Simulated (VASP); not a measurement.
# Li (I4_1/amd) in VASP: notebook

Li is run at these levels: PBE; tasks: single point, relaxation of cell and atoms.

Everything below comes from runs of VASP 6.6.1. Logs are shortened: lines on timing, memory, paths and dates and some standing lists are left out, and cuts for length are marked.

### 1 The cell of the first run

The structure is tetragonal, space group I4_1/amd (No. 141). Conventional cell: a = 7.503 Å, b = 7.503 Å, c = 2.874 Å, α = 90.00°, β = 90.00°, γ = 90.00°. Within 3.6 Å of Li (site symmetry 2/m) lie 10 Li at 2.75 to 3.42 Å.

### 2 Single point, PBE

Contents of INCAR:

```
SYSTEM = Li
  ALGO = Normal
  EDIFF = 1E-7
  ENCUT = 520
  GGA = PE
  ISIF = 2
  ISMEAR = 0
  LASPH = .TRUE.
  LCHARG = .FALSE.
  LREAL = .FALSE.
  LWAVE = .FALSE.
  NBANDS = 14
  NELM = 100
  PREC = Accurate
  SIGMA = 0.1
```

Contents of KPOINTS:

```
k-points
0
G
  18 18 18
  0 0 0
```

Contents of POSCAR:

```
Li
1.0
   -3.7516424187      3.7516424187      1.4368377361
    3.7516424187     -3.7516424187      1.4368377361
    3.7516424187      3.7516424187     -1.4368377361
Li
4
Direct
    0.3750000000      0.6250000000      0.7500000000
    0.8750000000      0.6250000000      0.2500000000
    0.3750000000      0.1250000000      0.7500000000
    0.3750000000      0.6250000000      0.2500000000
```

Potentials or basis: VASP PAW PBE potentials, release 64 (Li_sv).

On the command line:

```sh
$ cat potpaw_PBE.64/Li_sv/POTCAR > POTCAR
$ mpirun -np 1 vasp_std > vasp.out
```

OUTCAR:

```text
SYSTEM = Li
   EDIFF = 1E-7
   ENCUT = 520
   GGA = PE
   ISIF = 2
   ISMEAR = 0
   LASPH = .TRUE.
   LREAL = .FALSE.
   NELM = 100
   PREC = Accurate

 ion  position               nearest neighbor table
   1  0.375  0.625  0.750-
   2  0.875  0.625  0.250-
   3  0.375  0.125  0.750-
   4  0.375  0.625  0.250-

  LATTYP: Found a body centered tetragonal cell.
 ALAT       =     7.5032848374
 C/A-ratio  =     0.3829889888

  Lattice vectors:

 A1 = (  -3.7516424187,   3.7516424187,   1.4368377361)
 A2 = (   3.7516424187,  -3.7516424187,   1.4368377361)
 A3 = (   3.7516424187,   3.7516424187,  -1.4368377361)

Analysis of symmetry for initial positions (statically):
=====================================================================
 Subroutine PRICEL returns:
 Original cell was already a primitive cell.

 Routine SETGRP: Setting up the symmetry group for a
 body centered tetragonal supercell.

 Subroutine GETGRP returns: Found 16 space group operations
 (whereof  8 operations were pure point group operations)
 out of a pool of 16 trial point group operations.

The static configuration has the point symmetry D_2d.
 The point group associated with its full space group is D_4h.

Analysis of symmetry for dynamics (positions and initial velocities):
=====================================================================
 Subroutine PRICEL returns:
 Original cell was already a primitive cell.

 Routine SETGRP: Setting up the symmetry group for a
 body centered tetragonal supercell.

 Subroutine GETGRP returns: Found 16 space group operations
 (whereof  8 operations were pure point group operations)
 out of a pool of 16 trial point group operations.

The dynamic configuration has the point symmetry D_2d.
 The point group associated with its full space group is D_4h.

 Subroutine INISYM returns: Found 16 space group operations
 (whereof  8 operations are pure point group operations),
 and found     1 'primitive' translations

----------------------------------------------------------------------------------------

                                     Primitive cell

  volume of cell :      80.8929

  direct lattice vectors                    reciprocal lattice vectors
    -3.751642419  3.751642419  1.436837736     0.000000000  0.133274962  0.347986406
     3.751642419 -3.751642419  1.436837736     0.133274962  0.000000000  0.347986406
     3.751642419  3.751642419 -1.436837736     0.133274962  0.133274962  0.000000000

  length of vectors
     5.496739429  5.496739429  5.496739429     0.372634881  0.372634881  0.188479258

  position of ions in fractional coordinates (direct lattice)
     0.375000000  0.625000000  0.750000000
     0.875000000  0.625000000  0.250000000
     0.375000000  0.125000000  0.750000000
     0.375000000  0.625000000  0.250000000

  ion indices of the primitive-cell ions
   primitive index   ion index
                 1           1
                 2           2
                 3           3
                 4           4

----------------------------------------------------------------------------------------

 KPOINTS: k-points

Automatic generation of k-mesh.
 Grid dimensions read from file:
 generate k-points for:   18   18   18

 Generating k-lattice:

  Cartesian coordinates                     Fractional coordinates (reciprocal lattice)
     0.000000000  0.007404165  0.019332578     0.055555556  0.000000000  0.000000000
     0.007404165  0.000000000  0.019332578     0.000000000  0.055555556  0.000000000
     0.007404165  0.007404165  0.000000000     0.000000000  0.000000000  0.055555556

  Length of vectors
     0.020701938  0.020701938  0.010471070

  Shift w.r.t. Gamma in fractional coordinates (k-lattice)
     0.000000000  0.000000000  0.000000000

 Subroutine IBZKPT returns following result:
 ===========================================

 Found    480 irreducible k-points:

 Following reciprocal coordinates:
            Coordinates               Weight
  0.000000  0.000000  0.000000      1.000000
  0.055556 -0.000000  0.000000      8.000000
  0.111111 -0.000000  0.000000      8.000000
  0.166667  0.000000  0.000000      8.000000
  0.222222 -0.000000  0.000000      8.000000
  0.277778  0.000000  0.000000      8.000000
[... 16 lines left out ...]
 -0.277778  0.055556  0.000000     16.000000
 -0.222222  0.055556 -0.000000     16.000000
 [... further k-points ...]
   k-points           NKPTS =    480   k-points in BZ     NKDIM =    480   number of bands    NBANDS=     14
   number of dos      NEDOS =    301   number of ions     NIONS =      4
   total plane-waves  NPLWV =  74088
   dimension x,y,z NGX =    42 NGY =   42 NGZ =   42
   dimension x,y,z NGXF=    84 NGYF=   84 NGZF=   84
   ions per type =               4
   NGX,Y,Z   is equivalent  to a cutoff of  12.70, 12.70, 12.70 a.u.
   NGXF,Y,Z  is equivalent  to a cutoff of  25.41, 25.41, 25.41 a.u.
 SYSTEM =  Li
   PREC   = accura    normal or accurate (medium, high low for compatibility)
   ISTART =      0    job   : 0-new  1-cont  2-samecut
   ICHARG =      2    charge: 1-file 2-atom 10-const
   ISPIN  =      1    spin polarized calculation?
   LNONCOLLINEAR =      F non collinear calculations
   LSORBIT =      F    spin-orbit coupling
   LASPH  =      T    aspherical Exc in radial PAW
   ENCUT  =  520.0 eV  38.22 Ry    6.18 a.u.  10.22 10.22 10.22*2*pi/ulx,y,z
   NELM   =    100;   NELMIN=  2; NELMDL= -5     # of ELM steps
   EDIFF  = 0.1E-06   stopping-criterion for ELM
   LREAL  =      F    real-space projection
   EDIFFG = 0.1E-05   stopping-criterion for IOM
   NSW    =      0    number of steps for IOM
   IBRION =     -1    ionic relax: 0-MD 1-quasi-New 2-CG
   NFREE  =      0    steps in history (QN), initial steepest desc. (CG)
   ISIF   =      2    stress and relaxation
   ISYM   =      2    0-nonsym 1-usesym 2-fastsym
   POTIM  = 0.5000    time-step for ionic-motion
   TEBEG  =    0.0;   TEEND  =   0.0 temperature during run
   PSTRESS=    0.0 pullay stress
   NELECT =      12.0000    total number of electrons
   NUPDOWN=      -1.0000    fix difference up-down
   EMIN   =  10.00;   EMAX   =-10.00  energy-range for DOS
   EFERMI =   0.00;   METHOD = LEGACY
   ISMEAR =     0;   SIGMA  =   0.10  broadening in eV -4-tet -1-fermi 0-gaus
   EFERMI_NEDOS =   21; number of points for ismear=-14 and -15
   IALGO  =     38    algorithm
   IMIX   =      4    mixing-type and parameters
     AMIX     =   0.40;   BMIX     =  1.00
     AMIX_MAG =   1.60;   BMIX_MAG =  1.00
  volume/ion in A,a.u.               =      20.22       136.47
  Fermi-wavevector in a.u.,A,eV,Ry     =   0.866626  1.637686 10.218528  0.751041
  Thomas-Fermi vector in A             =   1.985042
   LORBIT       =      0    0 simple, 1 ext, 2 COOP (PROOUT), +10 PAW based schemes
   GGA     = PE    functional components
   LHFCALC =     F    Hartree Fock is set to
   AEXX    =    0.0000 exact exchange contribution
   IVDW    =     0    specifies the selected vdW correction
   LEPSILON=     F    determine dielectric tensor
   LRPA    =     F    only Hartree local field effects (RPA)
 non-spin polarized calculation
 Gauss-broadening in eV      SIGMA  =   0.10
  energy-cutoff  :      520.00
  volume of cell :       80.89
 maximum number of plane-waves:      2205
 NGX is ok and might be reduce to    42
   NGX = 21   NGY = 21   NGZ = 21

 number of electron      12.0000025 magnetization

 Free energy of the ion-electron system (eV)
  ---------------------------------------------------
  ext. energy  EPLUGINS =         0.00000000
  ---------------------------------------------------
  free energy    TOTEN  =        -7.33326802 eV

  energy without entropy =       -7.32442101  energy(sigma->0) =       -7.32884452

 E-fermi :   0.5625     XC(G=0):  -7.0483

 val. band max:        0.5580998517   @ k =   0.2778   0.2778   0.0000
 cond. band min:       0.5645989743   @ k =  -0.2778   0.1667   0.0556
 fundamental gap:      0.0064991226
 Fermi energy:         0.5625051690

 k-point     1 :       0.0000    0.0000    0.0000
  band No.  band energies     occupation
      1     -46.0769      2.00000
      2     -46.0556      2.00000
      3     -46.0556      2.00000
      4     -46.0360      2.00000
      5      -2.9103      2.00000
      6       0.0826      2.00000
      7       0.0997      2.00000
      8       2.9178      0.00000
      9       2.9178      0.00000
     10       4.2764      0.00000
     11       4.2765      0.00000
     12       6.7395      0.00000
     13       9.2829      0.00000
     14      12.8444      0.00000

 k-point     2 :       0.0556   -0.0000    0.0000
  band No.  band energies     occupation
      1     -46.0764      2.00000
      2     -46.0552      2.00000
      3     -46.0552      2.00000
      4     -46.0359      2.00000
      5      -2.8628      2.00000
      6       0.1240      2.00000
      7       0.1416      2.00000
      8       2.9613      0.00000
      9       2.9619      0.00000
     10       4.2522      0.00000
     11       4.3369      0.00000
     12       6.8710      0.00000
     13       9.1150      0.00000
     14      12.2970      0.00000

 k-point     3 :       0.1111   -0.0000    0.0000
  band No.  band energies     occupation
      1     -46.0747      2.00000
      2     -46.0543      2.00000
      3     -46.0542      2.00000
      4     -46.0354      2.00000
      5      -2.7199      2.00000
      6       0.2470      1.99999
      7       0.2656      1.99997
      8       3.0905      0.00000
      9       3.0941      0.00000
     10       4.2016      0.00000
     11       4.5177      0.00000
     12       7.2323      0.00000
     13       8.6541      0.00000
     14      10.9482      0.00000
[... 324 lines left out ...]
 k-point    23 :      -0.2778    0.0556    0.0000
  band No.  band energies     occupation
      1     -46.0683      2.00000
      2     -46.0516      2.00000
      3     -46.0501      2.00000
      4     -46.0346      2.00000
      5      -2.0872      2.00000
      6       0.4502      1.88786
      7       0.8029      0.00067
      8       3.6222      0.00000
      9       3.8066      0.00000
     10       3.9861      0.00000
     11       5.2277      0.00000
     12       7.0800      0.00000
     13       8.2251      0.00000
     14       8.9070      0.00000

 k-point    24 :      -0.2222    0.0556   -0.0000
  band No.  band energies     occupation
      1     -46.0715      2.00000
      2     -46.0533      2.00000
      3     -46.0521      2.00000
      4     -46.0353      2.00000
      5      -2.4326      2.00000
      6       0.2231      2.00000
      7       0.5190      1.46158
      8       3.3372      0.00000
      9       3.6448      0.00000
     10       3.8270      0.00000
     11       4.8175      0.00000
     12       7.7652      0.00000
     13       8.4219      0.00000
     14       9.4891      0.00000

 [... further k-points ...]
[... 5 lines left out ...]
  --------------------------------------------------------------------------------------
  -------------------------------------------------------------------------------------
  Total       -0.0425525     -0.0425525     -0.0415901      0.0000000      0.0000000      0.0000000
  in kB       -0.8428013     -0.8428013     -0.8237399      0.0000000      0.0000000      0.0000000
  external PRESSURE =      -0.8364475 kB  Pullay stress =       0.0000000 kB

 VOLUME and BASIS-vectors are now :
 -----------------------------------------------------------------------------
  energy-cutoff  :      520.00
  volume of cell :       80.89
      direct lattice vectors                 reciprocal lattice vectors
    -3.751642419  3.751642419  1.436837736     0.000000000  0.133274962  0.347986406
     3.751642419 -3.751642419  1.436837736     0.133274962  0.000000000  0.347986406
     3.751642419  3.751642419 -1.436837736     0.133274962  0.133274962  0.000000000

 POSITION                                       TOTAL-FORCE (eV/Angst)
 -----------------------------------------------------------------------------------
      3.75164      1.87582      0.35921        -0.000000      0.000000      0.000000
      0.00000      1.87582      1.79605         0.000000     -0.000000     -0.000000
      1.87582      3.75164     -0.35921        -0.000000      0.000000      0.000000
      1.87582      0.00000      1.07763         0.000000     -0.000000      0.000000
 -----------------------------------------------------------------------------------
    total drift:                                0.000000      0.000000      0.000000

  FREE ENERGIE OF THE ION-ELECTRON SYSTEM (eV)
  ---------------------------------------------------
  free  energy   TOTEN  =        -7.3332680241 eV

  energy  without entropy=       -7.3244210063  energy(sigma->0) =       -7.32884452
```

Wall time 5.8 min (1 thread of Intel Xeon 6975P-C (Granite Rapids), shared host); peak memory 0.52 GiB.

Results:

```yaml
Free_energy: -7.3333 eV
Band_gap_on_the_k_mesh: zero (band 6 reaches 2.79 eV, above the bottom of band 7 at -0.90 eV)
```

Levels at points of the mesh, in eV from the Fermi level:
```tsv
k point	band 2	band 3	band 4	band 5	band 6	band 7	band 8	band 9	band 10	band 11
(0.00, 0.00, 0.00)	-46.62	-46.62	-46.60	-3.47	-0.48	-0.46	2.36	2.36	3.71	3.71
(0.50, 0.00, 0.00)	-46.61	-46.61	-46.59	-0.16	0.92	1.71	2.13	3.42	3.91	4.69
(0.50, 0.50, 0.00)	-46.63	-46.61	-46.61	-2.50	-2.50	0.81	0.81	2.89	2.89	6.60
(0.50, 0.50, 0.50)	-46.62	-46.62	-46.62	-1.46	-1.46	-1.46	-1.46	6.31	6.31	6.32
```

Caveat: the cutoff is under 1.25 times the usual one of these potentials, so pressure, stress and relaxed cells hold a basis-set (Pulay) error.

(Part 1 of 2 ends here.)
